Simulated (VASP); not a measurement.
# Sb (Fm-3m) in VASP: a series of runs

The runs below take Sb through single point, with LDA.

Program: VASP 6.6.1. These are calculated values, not measurements. Logs are shortened: lines on timing, memory, paths and dates and some standing lists are left out, and cuts for length are marked.

## (1) The cell of the first run

The structure is cubic, space group Fm-3m (No. 225). The conventional cell has a = 4.774 Å, b = 4.774 Å, c = 4.774 Å, α = 90.00°, β = 90.00°, γ = 90.00°. Within 4.4 Å of Sb (site symmetry m-3m) lie 12 Sb at 3.38 Å.

## (2) Single point, LDA (volume scaled by 1.02)

The input, INCAR:

```
  ALGO = Normal
  EDIFF = 1E-6
  ENCUT = 520
  ISIF = 2
  ISMEAR = -1
  LASPH = True
  LCHARG = True
  LELF = True
  LREAL = False
  LVHAR = True
  LWAVE = False
  NBANDS = 8
  NELM = 60
  PREC = Accurate
  SIGMA = 0.05
```

The input, KPOINTS:

```
k-points
0
Gamma
  10 10 10
```

The input, POSCAR:

```
Sb
1.0
    0.0000000000      2.3869465721      2.3869465721
    2.3869465721      0.0000000000      2.3869465721
    2.3869465721      2.3869465721      0.0000000000
Sb
1
Direct
    0.0000000000      0.0000000000      0.0000000000
```

Potentials or basis: VASP PAW LDA potentials, release 64 (Sb).

Run with:

```sh
> cat potpaw_LDA.64/Sb/POTCAR > POTCAR
> mpirun -np 1 vasp_std > vasp.out
```

OUTCAR:

```text
EDIFF = 1E-6
   ENCUT = 520
   ISIF = 2
   ISMEAR = -1
   LASPH = True
   LREAL = False
   NELM = 60
   PREC = Accurate

 ion  position               nearest neighbor table
   1  0.000  0.000  0.000-

  LATTYP: Found a face centered cubic cell.
 ALAT       =     4.7738931442

  Lattice vectors:

 A1 = (   0.0000000000,   2.3869465721,   2.3869465721)
 A2 = (   2.3869465721,   0.0000000000,   2.3869465721)
 A3 = (   2.3869465721,   2.3869465721,   0.0000000000)

Analysis of symmetry for initial positions (statically):
=====================================================================
 Subroutine PRICEL returns:
 Original cell was already a primitive cell.

 Routine SETGRP: Setting up the symmetry group for a
 face centered cubic supercell.

 Subroutine GETGRP returns: Found 48 space group operations
[... 9 lines left out ...]

 Routine SETGRP: Setting up the symmetry group for a
 face centered cubic supercell.

 Subroutine GETGRP returns: Found 48 space group operations
[... 11 lines left out ...]
                                     Primitive cell

  volume of cell :      27.1993

  direct lattice vectors                    reciprocal lattice vectors
     0.000000000  2.386946572  2.386946572    -0.209472640  0.209472640  0.209472640
     2.386946572  0.000000000  2.386946572     0.209472640 -0.209472640  0.209472640
     2.386946572  2.386946572  0.000000000     0.209472640  0.209472640 -0.209472640

  length of vectors
     3.375652215  3.375652215  3.375652215     0.362817255  0.362817255  0.362817255

  position of ions in fractional coordinates (direct lattice)
     0.000000000  0.000000000  0.000000000

  ion indices of the primitive-cell ions
   primitive index   ion index
                 1           1

----------------------------------------------------------------------------------------

 KPOINTS: k-points

Automatic generation of k-mesh.
 Grid dimensions read from file:
 generate k-points for:   10   10   10

 Generating k-lattice:

  Cartesian coordinates                     Fractional coordinates (reciprocal lattice)
    -0.020947264  0.020947264  0.020947264     0.100000000  0.000000000  0.000000000
     0.020947264 -0.020947264  0.020947264     0.000000000  0.100000000  0.000000000
     0.020947264  0.020947264 -0.020947264     0.000000000  0.000000000  0.100000000

  Length of vectors
     0.036281726  0.036281726  0.036281726

  Shift w.r.t. Gamma in fractional coordinates (k-lattice)
     0.000000000  0.000000000  0.000000000

 Subroutine IBZKPT returns following result:
 ===========================================

 Found     47 irreducible k-points:

 Following reciprocal coordinates:
            Coordinates               Weight
  0.000000  0.000000  0.000000      1.000000
  0.100000  0.000000  0.000000      8.000000
  0.200000  0.000000  0.000000      8.000000
  0.300000  0.000000  0.000000      8.000000
  0.400000  0.000000  0.000000      8.000000
  0.500000  0.000000  0.000000      4.000000
[... 16 lines left out ...]
  0.300000  0.300000  0.000000      6.000000
  0.400000  0.300000  0.000000     24.000000
 [... further k-points ...]
   k-points           NKPTS =     47   k-points in BZ     NKDIM =     47   number of bands    NBANDS=      8
   number of dos      NEDOS =    301   number of ions     NIONS =      1
   total plane-waves  NPLWV =  21952
   dimension x,y,z NGX =    28 NGY =   28 NGZ =   28
   dimension x,y,z NGXF=    56 NGYF=   56 NGZF=   56
   ions per type =               1
   NGX,Y,Z   is equivalent  to a cutoff of  13.79, 13.79, 13.79 a.u.
   NGXF,Y,Z  is equivalent  to a cutoff of  27.58, 27.58, 27.58 a.u.
 SYSTEM =  unknown system
   PREC   = accura    normal or accurate (medium, high low for compatibility)
   ISTART =      0    job   : 0-new  1-cont  2-samecut
   ICHARG =      2    charge: 1-file 2-atom 10-const
   ISPIN  =      1    spin polarized calculation?
   LNONCOLLINEAR =      F non collinear calculations
   LSORBIT =      F    spin-orbit coupling
   LASPH  =      T    aspherical Exc in radial PAW
   ENCUT  =  520.0 eV  38.22 Ry    6.18 a.u.   6.28  6.28  6.28*2*pi/ulx,y,z
   NELM   =     60;   NELMIN=  2; NELMDL= -5     # of ELM steps
   EDIFF  = 0.1E-05   stopping-criterion for ELM
   LREAL  =      F    real-space projection
   EDIFFG = 0.1E-04   stopping-criterion for IOM
   NSW    =      0    number of steps for IOM
   IBRION =     -1    ionic relax: 0-MD 1-quasi-New 2-CG
   NFREE  =      0    steps in history (QN), initial steepest desc. (CG)
   ISIF   =      2    stress and relaxation
   ISYM   =      2    0-nonsym 1-usesym 2-fastsym
   POTIM  = 0.5000    time-step for ionic-motion
   TEBEG  =    0.0;   TEEND  =   0.0 temperature during run
   PSTRESS=    0.0 pullay stress
   NELECT =       5.0000    total number of electrons
   NUPDOWN=      -1.0000    fix difference up-down
   EMIN   =  10.00;   EMAX   =-10.00  energy-range for DOS
   EFERMI =   0.00;   METHOD = LEGACY
   ISMEAR =    -1;   SIGMA  =   0.05  broadening in eV -4-tet -1-fermi 0-gaus
   EFERMI_NEDOS =   21; number of points for ismear=-14 and -15
   IALGO  =     38    algorithm
   IMIX   =      4    mixing-type and parameters
     AMIX     =   0.40;   BMIX     =  1.00
     AMIX_MAG =   1.60;   BMIX_MAG =  1.00
  volume/ion in A,a.u.               =      27.20       183.55
  Fermi-wavevector in a.u.,A,eV,Ry     =   0.930848  1.759048 11.789151  0.866478
  Thomas-Fermi vector in A             =   2.057279
   LORBIT       =      0    0 simple, 1 ext, 2 COOP (PROOUT), +10 PAW based schemes
   GGA     = CA    functional components
   LHFCALC =     F    Hartree Fock is set to
   AEXX    =    0.0000 exact exchange contribution
   IVDW    =     0    specifies the selected vdW correction
   LEPSILON=     F    determine dielectric tensor
   LRPA    =     F    only Hartree local field effects (RPA)
 non-spin polarized calculation
  energy-cutoff  :      520.00
  volume of cell :       27.20
 maximum number of plane-waves:       754
 NGX is ok and might be reduce to    28
   NGX = 13   NGY = 13   NGZ = 13

 number of electron       5.0000000 magnetization

 Free energy of the ion-electron system (eV)
  ---------------------------------------------------
  ext. energy  EPLUGINS =         0.00000000
  ---------------------------------------------------
  free energy    TOTEN  =        -4.51776349 eV

  energy without entropy =       -4.51169061  energy(sigma->0) =       -4.51472705

 E-fermi :   8.2456     XC(G=0): -10.3304

 val. band max:        8.2077305034   @ k =  -0.4000   0.4000   0.1000
 cond. band min:       8.3020308400   @ k =  -0.2000   0.2000   0.0000
 fundamental gap:      0.0943003366
 Fermi energy:         8.2455908092

 k-point     1 :       0.0000    0.0000    0.0000
  band No.  band energies     occupation
      1      -4.5898      2.00000
      2      13.4264      0.00000
      3      13.4264      0.00000
      4      13.4264      0.00000
      5      18.0088      0.00000
      6      18.0088      0.00000
      7      18.0088      0.00000
      8      18.6067      0.00000

 k-point     2 :       0.1000    0.0000    0.0000
  band No.  band energies     occupation
      1      -4.3947      2.00000
      2      11.7873      0.00000
      3      13.1876      0.00000
      4      13.1876      0.00000
      5      17.1368      0.00000
      6      18.3851      0.00000
      7      18.3851      0.00000
      8      20.3411      0.00000

 k-point     3 :       0.2000    0.0000    0.0000
  band No.  band energies     occupation
      1      -3.8147      2.00000
      2       8.8967      0.00000
      3      12.6888      0.00000
      4      12.6888      0.00000
      5      16.5981      0.00000
      6      18.7172      0.00000
      7      18.7172      0.00000
      8      20.4863      0.00000

 k-point     4 :       0.3000    0.0000    0.0000
  band No.  band energies     occupation
      1      -2.8762      2.00000
      2       6.0769      2.00000
      3      12.2139      0.00000
      4      12.2139      0.00000
      5      16.3333      0.00000
      6      18.0304      0.00000
      7      18.0304      0.00000
      8      19.2880      0.00000

 k-point     5 :       0.4000    0.0000    0.0000
  band No.  band energies     occupation
      1      -1.6952      2.00000
      2       3.7161      2.00000
      3      11.8964      0.00000
      4      11.8964      0.00000
      5      16.2901      0.00000
      6      17.4351      0.00000
      7      17.4351      0.00000
      8      18.3578      0.00000

 k-point     6 :       0.5000    0.0000    0.0000
  band No.  band energies     occupation
      1      -0.9277      2.00000
      2       2.5489      2.00000
      3      11.7862      0.00000
      4      11.7862      0.00000
      5      16.3237      0.00000
      6      17.2239      0.00000
      7      17.2239      0.00000
      8      17.9961      0.00000

 k-point     7 :       0.1000    0.1000    0.0000
  band No.  band energies     occupation
      1      -4.3295      2.00000
      2      12.4096      0.00000
      3      12.5251      0.00000
      4      12.5251      0.00000
      5      16.3432      0.00000
      6      19.1089      0.00000
      7      19.1089      0.00000
      8      19.2615      0.00000
[... 133 lines left out ...]
 k-point    20 :      -0.4000    0.2000    0.0000
  band No.  band energies     occupation
      1      -0.4526      2.00000
      2       3.4202      2.00000
      3       7.8876      1.99845
      4      10.7857      0.00000
      5      14.7154      0.00000
      6      19.2051      0.00000
      7      19.4468      0.00000
      8      22.3247      0.00000

 k-point    21 :      -0.3000    0.2000    0.0000
  band No.  band energies     occupation
      1      -1.4643      2.00000
      2       5.0425      2.00000
      3       7.7060      1.99996
      4      11.5662      0.00000
      5      15.4807      0.00000
      6      18.9992      0.00000
      7      19.1956      0.00000
      8      20.9518      0.00000

 k-point    22 :      -0.2000    0.2000    0.0000
  band No.  band energies     occupation
      1      -2.5599      2.00000
      2       7.0648      2.00000
      3       8.3020      0.48877
      4      12.4618      0.00000
      5      16.6049      0.00000
      6      18.6309      0.00000
      7      18.9636      0.00000
      8      19.4449      0.00000

 k-point    23 :       0.3000    0.3000    0.0000
  band No.  band energies     occupation
      1      -2.2855      2.00000
      2       7.7025      1.99996
      3       9.7243      0.00000
      4       9.7243      0.00000
      5      13.7787      0.00000
      6      14.0122      0.00000
      7      23.0048      0.00000
      8      23.0049      0.00000

 k-point    24 :       0.4000    0.3000    0.0000
  band No.  band energies     occupation
      1      -1.3822      2.00000
      2       6.1506      2.00000
      3       8.5152      0.00906
      4       9.3730      0.00000
      5      13.4530      0.00000
      6      14.6261      0.00000
      7      22.4698      0.00000
      8      23.1454      0.00000

 [... further k-points ...]
[... 5 lines left out ...]
  --------------------------------------------------------------------------------------
  -------------------------------------------------------------------------------------
  Total       -0.5733868     -0.5733868     -0.5733868     -0.0000000     -0.0000000      0.0000000
  in kB      -33.7753781    -33.7753781    -33.7753781     -0.0000000     -0.0000000      0.0000000
  external PRESSURE =     -33.7753781 kB  Pullay stress =       0.0000000 kB

 VOLUME and BASIS-vectors are now :
 -----------------------------------------------------------------------------
  energy-cutoff  :      520.00
  volume of cell :       27.20
      direct lattice vectors                 reciprocal lattice vectors
     0.000000000  2.386946572  2.386946572    -0.209472640  0.209472640  0.209472640
     2.386946572  0.000000000  2.386946572     0.209472640 -0.209472640  0.209472640
     2.386946572  2.386946572  0.000000000     0.209472640  0.209472640 -0.209472640

 POSITION                                       TOTAL-FORCE (eV/Angst)
 -----------------------------------------------------------------------------------
      0.00000      0.00000      0.00000         0.000000      0.000000     -0.000000
 -----------------------------------------------------------------------------------
    total drift:                               -0.000000      0.000000     -0.000000

  FREE ENERGIE OF THE ION-ELECTRON SYSTEM (eV)
  ---------------------------------------------------
  free  energy   TOTEN  =        -4.5177634949 eV

  energy  without entropy=       -4.5116906081  energy(sigma->0) =       -4.51472705
```

Run time: 23 s. Hardware: 1 thread of AMD EPYC 7R13, shared host; peak memory 0.11 GiB.

Results:

| Item | Value |
| --- | --- |
| Free energy | -4.5178 eV |
| Pressure | -3.4 GPa |

Caveat: spin-orbit coupling is left out, which moves the levels of the heavy elements.

[end of part 1 of 2]
